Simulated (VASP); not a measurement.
# Mg3Sb2 (P-3m1) in VASP: a series of runs

The runs below take Mg3Sb2 through single point, with r2SCAN.

Program: VASP 6.6.1. These are calculated values, not measurements. Logs are shortened: lines on timing, memory, paths and dates and some standing lists are left out, and cuts for length are marked.

## 1. The cell of the first run

The structure is trigonal, space group P-3m1 (No. 164). Conventional cell: a = 4.569 Å, b = 4.569 Å, c = 7.240 Å, α = 90.00°, β = 90.00°, γ = 120.00°. Within 3.8 Å of Mg (site symmetry 3m) lie 4 Sb at 2.82 to 2.93 Å and 6 Mg at 3.27 to 3.74 Å. Within 4.1 Å of Mg (site symmetry -3m) lie 6 Sb at 3.11 Å and 6 Mg at 3.74 Å. Within 3.7 Å of Sb (site symmetry 3m) lie 7 Mg at 2.82 to 3.11 Å.

## 2. Single point, r2SCAN

POSCAR

```
Mg3Sb2
1.0
    4.5691581979      0.0000000000      0.0000000000
   -2.2845790989      3.9570070733      0.0000000000
    0.0000000000      0.0000000000      7.2404157659
Mg Sb
3 2
Direct
    0.3333333333      0.6666666667      0.6336636215
    0.6666666667      0.3333333333      0.3663363785
    0.0000000000      0.0000000000      0.0000000000
    0.3333333333      0.6666666667      0.2287383461
    0.6666666667      0.3333333333      0.7712616539
```

INCAR.step1

```
SYSTEM = Mg3Sb2
PREC = Accurate
ENCUT = 660
ISMEAR = 0
SIGMA = 0.02
LREAL = .FALSE.
LASPH = .TRUE.
NELM = 120
NBANDS = 16
GGA = PE
ALGO = Normal
EDIFF = 1E-5
LWAVE = .TRUE.
LCHARG = .FALSE.
GGA_COMPAT = .FALSE.
```

INCAR.step2

```
SYSTEM = Mg3Sb2
PREC = Accurate
ENCUT = 660
EDIFF = 1E-6
ISMEAR = 0
SIGMA = 0.02
LREAL = .FALSE.
LASPH = .TRUE.
NELM = 120
ALGO = Normal
ISIF = 2
LWAVE = .FALSE.
LCHARG = .TRUE.
METAGGA = R2SCAN
LMIXTAU = .TRUE.
LELF = .TRUE.
LVHAR = .TRUE.
NBANDS = 16
ISTART = 1
GGA_COMPAT = .FALSE.
```

KPOINTS

```
Automatic mesh
0
G
  6 6 4
  0 0 0
```

Potentials or basis: VASP PAW PBE potentials, release 64 (Mg, Sb).

Command:

```console
$ cat potpaw_PBE.64/Mg/POTCAR potpaw_PBE.64/Sb/POTCAR > POTCAR
$ cp INCAR.step1 INCAR
$ mpirun -np 1 vasp_std > vasp.out
$ cp INCAR.step2 INCAR
$ mpirun -np 1 vasp_std > vasp.out
```

OUTCAR:

```text
SYSTEM = Mg3Sb2
   PREC = Accurate
   ENCUT = 660
   EDIFF = 1E-6
   ISMEAR = 0
   LREAL = .FALSE.
   LASPH = .TRUE.
   NELM = 120
   ISIF = 2
   METAGGA = R2SCAN
   ISTART = 1

 ion  position               nearest neighbor table
   1  0.333  0.667  0.634-   5 2.82   5 2.82   5 2.82   4 2.93   2 3.27   2 3.27   2 3.27
   2  0.667  0.333  0.366-   4 2.82   4 2.82   4 2.82   5 2.93   1 3.27   1 3.27   1 3.27
   3  0.000  0.000  0.000-   4 3.11   5 3.11   4 3.11   5 3.11   5 3.11   4 3.11
   4  0.333  0.667  0.229-   2 2.82   2 2.82   2 2.82   1 2.93   3 3.11   3 3.11   3 3.11
   5  0.667  0.333  0.771-   1 2.82   1 2.82   1 2.82   2 2.93   3 3.11   3 3.11   3 3.11

  LATTYP: Found a hexagonal cell.
 ALAT       =     4.5691581979
 C/A-ratio  =     1.5846279451

  Lattice vectors:

 A1 = (   4.5691581979,   0.0000000000,   0.0000000000)
 A2 = (  -2.2845790989,   3.9570070733,   0.0000000000)
 A3 = (   0.0000000000,   0.0000000000,   7.2404157659)

Analysis of symmetry for initial positions (statically):
=====================================================================
 Subroutine PRICEL returns:
 Original cell was already a primitive cell.

 Routine SETGRP: Setting up the symmetry group for a
 hexagonal supercell.

 Subroutine GETGRP returns: Found 12 space group operations
 (whereof 12 operations were pure point group operations)
 out of a pool of 24 trial point group operations.

The static configuration has the point symmetry D_3d.

Analysis of symmetry for dynamics (positions and initial velocities):
=====================================================================
 Subroutine PRICEL returns:
 Original cell was already a primitive cell.

 Routine SETGRP: Setting up the symmetry group for a
 hexagonal supercell.

 Subroutine GETGRP returns: Found 12 space group operations
 (whereof 12 operations were pure point group operations)
 out of a pool of 24 trial point group operations.

The dynamic configuration has the point symmetry D_3d.

 Subroutine INISYM returns: Found 12 space group operations
 (whereof 12 operations are pure point group operations),
 and found     1 'primitive' translations

----------------------------------------------------------------------------------------

                                     Primitive cell

  volume of cell :     130.9081

  direct lattice vectors                    reciprocal lattice vectors
     4.569158198  0.000000000  0.000000000     0.218858695  0.126358126  0.000000000
    -2.284579099  3.957007073  0.000000000     0.000000000  0.252716253  0.000000000
     0.000000000  0.000000000  7.240415766     0.000000000  0.000000000  0.138113616

  length of vectors
     4.569158198  4.569158198  7.240415766     0.252716253  0.252716253  0.138113616

  position of ions in fractional coordinates (direct lattice)
     0.333333333  0.666666667  0.633663621
     0.666666667  0.333333333  0.366336379
     0.000000000  0.000000000  0.000000000
     0.333333333  0.666666667  0.228738346
     0.666666667  0.333333333  0.771261654

  ion indices of the primitive-cell ions
   primitive index   ion index
                 1           1
                 2           2
                 3           3
                 4           4
                 5           5

----------------------------------------------------------------------------------------

 KPOINTS: Automatic mesh

Automatic generation of k-mesh.
 Grid dimensions read from file:
 generate k-points for:    6    6    4

 Generating k-lattice:

  Cartesian coordinates                     Fractional coordinates (reciprocal lattice)
     0.036476449  0.021059688  0.000000000     0.166666667  0.000000000  0.000000000
     0.000000000  0.042119375  0.000000000     0.000000000  0.166666667  0.000000000
     0.000000000  0.000000000  0.034528404     0.000000000  0.000000000  0.250000000

  Length of vectors
     0.042119375  0.042119375  0.034528404

  Shift w.r.t. Gamma in fractional coordinates (k-lattice)
     0.000000000  0.000000000  0.000000000

[... 43 lines left out ...]
 maximum number of plane-waves:      5095
 NGX is ok and might be reduce to    40
   NGX = 19   NGY = 19   NGZ = 31

 number of electron      16.0000000 magnetization

 Free energy of the ion-electron system (eV)
  ---------------------------------------------------
  ext. energy  EPLUGINS =         0.00000000
  ---------------------------------------------------
  free energy    TOTEN  =       -66.25317144 eV

  energy without entropy =      -66.25317144  energy(sigma->0) =      -66.25317144

 E-fermi :   4.4458     XC(G=0):  -9.1780

 val. band max:        4.3600352443   @ k =   0.0000   0.0000   0.0000
 cond. band min:       4.9234089779   @ k =   0.3333   0.3333   0.0000
 fundamental gap:      0.5633737335
 Fermi energy:         4.4458499688

 k-point     1 :       0.0000    0.0000    0.0000
  band No.  band energies     occupation
      1      -6.3344      2.00000
      2      -5.0248      2.00000
      3      -0.6822      2.00000
      4       3.2007      2.00000
      5       3.2007      2.00000
      6       3.9392      2.00000
[... 8 lines left out ...]
     15       8.8098      0.00000
     16       9.7822      0.00000

 k-point     2 :       0.1667    0.0000    0.0000
  band No.  band energies     occupation
      1      -6.1349      2.00000
      2      -4.9096      2.00000
      3      -0.4346      2.00000
      4       1.8373      2.00000
      5       2.7082      2.00000
      6       2.7478      2.00000
[... 8 lines left out ...]
     15       8.8483      0.00000
     16       9.4105      0.00000

 k-point     3 :       0.3333   -0.0000    0.0000
  band No.  band energies     occupation
      1      -5.6106      2.00000
      2      -4.7076      2.00000
      3       0.1239      2.00000
      4       0.3733      2.00000
      5       1.1785      2.00000
      6       2.1803      2.00000
[... 8 lines left out ...]
     15      10.3567      0.00000
     16      10.4136      0.00000
[... 362 lines left out ...]
 k-point    23 :       0.3333    0.1667    0.5000
  band No.  band energies     occupation
      1      -4.9706      2.00000
      2      -4.9250      2.00000
      3      -0.3234      2.00000
      4      -0.0994      2.00000
      5       1.3606      2.00000
      6       1.6754      2.00000
[... 8 lines left out ...]
     15      10.4912      0.00000
     16      10.6008      0.00000

 k-point    24 :       0.3333    0.3333    0.5000
  band No.  band energies     occupation
      1      -4.8064      2.00000
      2      -4.8064      2.00000
      3      -0.0401      2.00000
      4      -0.0401      2.00000
      5       0.3110      2.00000
      6       0.8969      2.00000
[... 8 lines left out ...]
     15      10.0352      0.00000
     16      10.3531      0.00000

------------------------ aborting loop because EDIFF is reached ----------------------------------------

  FORCE on cell =-STRESS in cart. coord.  units (eV):
  Direction    XX          YY          ZZ          XY          YZ          ZX
  --------------------------------------------------------------------------------------
  -------------------------------------------------------------------------------------
  Total       -0.0059134     -0.0059134      0.0132514     -0.0000000      0.0000000      0.0000000
  in kB       -0.0723737     -0.0723737      0.1621833     -0.0000000      0.0000000      0.0000000
  external PRESSURE =       0.0058120 kB  Pullay stress =       0.0000000 kB

 VOLUME and BASIS-vectors are now :
 -----------------------------------------------------------------------------
  energy-cutoff  :      660.00
  volume of cell :      130.91
      direct lattice vectors                 reciprocal lattice vectors
     4.569158198  0.000000000  0.000000000     0.218858695  0.126358126  0.000000000
    -2.284579099  3.957007073  0.000000000     0.000000000  0.252716253  0.000000000
     0.000000000  0.000000000  7.240415766     0.000000000  0.000000000  0.138113616

 POSITION                                       TOTAL-FORCE (eV/Angst)
 -----------------------------------------------------------------------------------
     -0.00000      2.63800      4.58799        -0.000000      0.000000     -0.003658
      2.28458      1.31900      2.65243         0.000000     -0.000000      0.003658
      0.00000      0.00000      0.00000         0.000000      0.000000      0.000000
     -0.00000      2.63800      1.65616        -0.000000      0.000000     -0.015801
      2.28458      1.31900      5.58426         0.000000     -0.000000      0.015801
 -----------------------------------------------------------------------------------
    total drift:                               -0.000000     -0.000000     -0.000000

  FREE ENERGIE OF THE ION-ELECTRON SYSTEM (eV)
  ---------------------------------------------------
  free  energy   TOTEN  =       -66.2531714403 eV

  energy  without entropy=      -66.2531714403  energy(sigma->0) =      -66.25317144
```

Run time: 10 min. Hardware: 1 thread of Intel Xeon 8259CL, shared host; peak memory 0.38 GiB.

What came out:

```yaml
Free_energy: -66.2532 eV
Pressure: 0.0 GPa
Largest_force: 0.016 eV/Å
Band_gap_on_the_k_mesh: 0.56 eV (least direct gap 1.75 eV)
```

Forces on the atoms (eV/Å):
```
Mg   0.000  0.000 -0.004
Mg   0.000  0.000  0.004
Mg   0.000  0.000  0.000
Sb   0.000  0.000 -0.016
Sb   0.000  0.000  0.016
```

Caveat: semilocal functionals underestimate gaps, and a narrow one can read as zero; the PAW data sets were made with another functional, which shifts forces and pressure a little; spin-orbit coupling is left out, which moves the levels of the heavy elements. A k mesh can miss the band edges.

## 3. Single point, r2SCAN

This run uses another cell than the first one, of 26.34 Å³/atom.

POSCAR

```
Mg3Sb2
1.0
    4.5820000000      0.0000000000      0.0000000000
   -2.2910000000      3.9681284001      0.0000000000
    0.0000000000      0.0000000000      7.2440000000
Mg Sb
3 2
Direct
    0.3333333333      0.6666666667      0.6338479479
    0.6666666667      0.3333333333      0.3661520521
    0.0000000000      0.0000000000      0.0000000000
    0.3333333333      0.6666666667      0.2289626348
    0.6666666667      0.3333333333      0.7710373652
```

INCAR.step1 is that of step 2.

Edit INCAR.step2 of step 2 so:

```diff
@@ -12,7 +12,5 @@
 LWAVE = .FALSE.
-LCHARG = .TRUE.
+LCHARG = .FALSE.
 METAGGA = R2SCAN
 LMIXTAU = .TRUE.
-LELF = .TRUE.
-LVHAR = .TRUE.
 NBANDS = 16
```

KPOINTS

```
regular mesh
0
G
  6 6 4
  0 0 0
```

Potentials or basis: VASP PAW PBE potentials, release 64 (Mg, Sb).

Command:

```console
$ cat potpaw_PBE.64/Mg/POTCAR potpaw_PBE.64/Sb/POTCAR > POTCAR
$ cp INCAR.step1 INCAR
$ mpirun -np 1 vasp_std > vasp.out
$ cp INCAR.step2 INCAR
$ mpirun -np 1 vasp_std > vasp.out
```

Wall time 10 min (1 thread of Intel Xeon 8259CL, shared host); peak memory 0.38 GiB.

The run converged. Its results:

```
Free energy            : -66.2522 eV
Pressure               : -0.3 GPa
Largest force          : 0.013 eV/Å
Band gap on the k mesh : 0.56 eV (least direct gap 1.73 eV)
```

Forces in eV/Å, atoms in the order of the input:
```
Mg   0.000  0.000  0.000
Mg   0.000  0.000  0.000
Mg   0.000  0.000  0.000
Sb   0.000  0.000 -0.013
Sb   0.000  0.000  0.013
```

Stress tensor (GPa, compression positive):
```
-0.36  0.00  0.00
 0.00 -0.36  0.00
 0.00  0.00 -0.14
```

Levels at points of the mesh, in eV from the valence-band top:
| k point | band 6 | band 7 | band 8 | band 9 | band 10 | band 11 |
| --- | --- | --- | --- | --- | --- | --- |
| (0.00, 0.00, 0.00) | -0.43 | -0.43 | 0.00 | 1.73 | 1.74 | 3.39 |
| (0.50, 0.00, 0.00) | -2.40 | -2.20 | -0.96 | 0.77 | 2.41 | 2.46 |
| (0.00, 0.00, 0.50) | -0.86 | -0.77 | -0.77 | 2.25 | 2.41 | 3.03 |
| (0.50, 0.00, 0.50) | -1.74 | -1.68 | -1.57 | 0.85 | 1.68 | 2.14 |

Caveat: semilocal functionals underestimate gaps, and a narrow one can read as zero; the PAW data sets were made with another functional, which shifts forces and pressure a little; spin-orbit coupling is left out, which moves the levels of the heavy elements. A k mesh can miss the band edges.

## 4. Single point, r2SCAN (26.97 Å³/atom)

This run uses another cell than the first one, of 26.97 Å³/atom.

POSCAR

```
Mg3Sb2
1.0
    4.6114732990      0.0000000000      0.0000000000
   -2.3057366495      3.9936530258      0.0000000000
    0.0000000000      0.0000000000      7.3213930581
Mg Sb
3 2
Direct
    0.3333333333      0.6666666667      0.6338483605
    0.6666666667      0.3333333333      0.3661516395
    0.0000000000      0.0000000000      0.0000000000
    0.3333333333      0.6666666667      0.2303533116
    0.6666666667      0.3333333333      0.7696466884
```

INCAR.step1

```
SYSTEM = Mg3Sb2
ALGO = Normal
EDIFF = 1E-5
ENCUT = 660
GGA = PE
GGA_COMPAT = .FALSE.
ISMEAR = 0
LASPH = .TRUE.
LCHARG = .FALSE.
LREAL = .FALSE.
LWAVE = .TRUE.
NBANDS = 16
NELM = 120
PREC = Accurate
SIGMA = 0.02
```

INCAR.step2

```
SYSTEM = Mg3Sb2
ALGO = Normal
EDIFF = 1E-6
ENCUT = 660
GGA_COMPAT = .FALSE.
ISIF = 2
ISMEAR = 0
ISTART = 1
LASPH = .TRUE.
LCHARG = .FALSE.
LMIXTAU = .TRUE.
LREAL = .FALSE.
LWAVE = .FALSE.
METAGGA = R2SCAN
NBANDS = 16
NELM = 120
PREC = Accurate
SIGMA = 0.02
```

KPOINTS

```
k-points
0
G
  6 6 4
  0 0 0
```

Command:

```console
$ cat potpaw_PBE.64/Mg/POTCAR potpaw_PBE.64/Sb/POTCAR > POTCAR
$ cp INCAR.step1 INCAR
$ mpirun -np 1 vasp_std > vasp.out
$ cp INCAR.step2 INCAR
$ mpirun -np 1 vasp_std > vasp.out
```

It took 12 min on 1 thread of Intel Xeon 8259CL, shared host; peak memory 0.38 GiB.

It converged, with:

```
Free energy            : -66.2367 eV
Pressure               : -1.3 GPa
Largest force          : 0.012 eV/Å
Band gap on the k mesh : 0.60 eV (least direct gap 1.64 eV)
```

Forces in eV/Å, atoms in the order of the input:
```
Mg   0.000  0.000 -0.002
Mg   0.000  0.000  0.002
Mg   0.000  0.000  0.000
Sb   0.000  0.000 -0.012
Sb   0.000  0.000  0.012
```

Levels at points of the mesh, in eV from the valence-band top:
| k point | band 5 | band 6 | band 7 | band 8 | band 9 | band 10 | band 11 | band 12 |
| --- | --- | --- | --- | --- | --- | --- | --- | --- |
| (0.00, 0.00, 0.00) | -1.10 | -0.39 | -0.39 | 0.00 | 1.64 | 1.74 | 3.42 | 3.42 |
| (0.50, 0.00, 0.00) | -3.20 | -2.29 | -2.12 | -0.92 | 0.82 | 2.40 | 2.47 | 3.18 |
| (0.00, 0.00, 0.50) | -0.81 | -0.81 | -0.70 | -0.70 | 2.26 | 2.38 | 3.08 | 3.08 |
| (0.50, 0.00, 0.50) | -1.81 | -1.68 | -1.64 | -1.51 | 0.83 | 1.71 | 2.14 | 2.64 |

Caveat: semilocal functionals underestimate gaps, and a narrow one can read as zero; the PAW data sets were made with another functional, which shifts forces and pressure a little; spin-orbit coupling is left out, which moves the levels of the heavy elements. A k mesh can miss the band edges.

## 5. Single point, r2SCAN (27.75 Å³/atom)

This run uses another cell than the first one, of 27.75 Å³/atom.

POSCAR

```
Mg3Sb2
1.0
    4.6523906995      0.0000000000      0.0000000000
   -2.3261953497      4.0290885341      0.0000000000
    0.0000000000      0.0000000000      7.4026872679
Mg Sb
3 2
Direct
    0.3333333333      0.6666666667      0.6340511707
    0.6666666667      0.3333333333      0.3659488293
    0.0000000000      0.0000000000      0.0000000000
    0.3333333333      0.6666666667      0.2320122818
    0.6666666667      0.3333333333      0.7679877182
```

INCAR.step1

```
PREC = Accurate ; ENCUT = 660
ISMEAR = 0 ; SIGMA = 0.02
LREAL = False ; LASPH = True
NELM = 120 ; NBANDS = 16
GGA = PE ; ALGO = Normal
EDIFF = 1E-5 ; LWAVE = True
LCHARG = False ; GGA_COMPAT = False
```

INCAR.step2

```
PREC = Accurate ; ENCUT = 660
EDIFF = 1E-6 ; ISMEAR = 0
SIGMA = 0.02 ; LREAL = False
LASPH = True ; NELM = 120
ALGO = Normal ; ISIF = 2
LWAVE = False ; LCHARG = False
METAGGA = R2SCAN ; LMIXTAU = True
NBANDS = 16 ; ISTART = 1
GGA_COMPAT = False
```

KPOINTS

```
regular mesh
0
Gamma
  6 6 4
```

Command:

```console
$ cat potpaw_PBE.64/Mg/POTCAR potpaw_PBE.64/Sb/POTCAR > POTCAR
$ cp INCAR.step1 INCAR
$ mpirun -np 1 vasp_std > vasp.out
$ cp INCAR.step2 INCAR
$ mpirun -np 1 vasp_std > vasp.out
```

It took 11 min on 1 thread of Intel Xeon 8259CL, shared host; peak memory 0.39 GiB.

It converged, with:

| Property | Result |
| --- | --- |
| Free energy | -66.1911 eV |
| Pressure | -2.4 GPa |
| Largest force | 0.010 eV/Å |
| Band gap on the k mesh | 0.63 eV (least direct gap 1.50 eV) |

Forces on the atoms (eV/Å):
```
Mg   0.000  0.000 -0.001
Mg   0.000  0.000  0.001
Mg   0.000  0.000  0.000
Sb   0.000  0.000 -0.010
Sb   0.000  0.000  0.010
```

Levels at points of the mesh, in eV from the valence-band top:
```
           k point  band 6  band 7  band 8  band 9  band 10  band 11
(0.00, 0.00, 0.00)   -0.35   -0.35    0.00    1.50     1.72     3.43
(0.50, 0.00, 0.00)   -2.20   -2.04   -0.87    0.85     2.37     2.48
(0.00, 0.00, 0.50)   -0.77   -0.64   -0.64    2.24     2.30     3.10
(0.50, 0.00, 0.50)   -1.62   -1.59   -1.44    0.79     1.74     2.14
```

Caveat: semilocal functionals underestimate gaps, and a narrow one can read as zero; the PAW data sets were made with another functional, which shifts forces and pressure a little; spin-orbit coupling is left out, which moves the levels of the heavy elements.

## 6. The runs side by side

```tsv
cell	gap on the mesh (eV)	pressure (GPa)	largest force (eV/Å)
a = 4.569, b = 4.569, c = 7.240 Å, angles 90.0, 90.0, 120.0°, 5 atoms, atomic positions A	0.56	0.0	0.02
a = 4.582, b = 4.582, c = 7.244 Å, angles 90.0, 90.0, 120.0°, 5 atoms, atomic positions B	0.56	-0.3	0.01
a = 4.611, b = 4.611, c = 7.321 Å, angles 90.0, 90.0, 120.0°, 5 atoms, atomic positions C	0.60	-1.3	0.01
a = 4.652, b = 4.652, c = 7.403 Å, angles 90.0, 90.0, 120.0°, 5 atoms, atomic positions D	0.63	-2.4	0.01
```

Alike in all rows: task single point; level r2SCAN; potentials or basis VASP PAW PBE potentials, release 64 (Mg, Sb); no spin polarisation; k mesh 6 × 6 × 4; cutoff (eV) 660; smearing gaussian 0.02 eV.

Caveats: semilocal functionals underestimate gaps, and a narrow one can read as zero; the PAW data sets were made with another functional, which shifts forces and pressure a little; spin-orbit coupling is left out, which moves the levels of the heavy elements.

Total energies depend on the potentials used, so only differences within one code and one set of settings carry meaning.
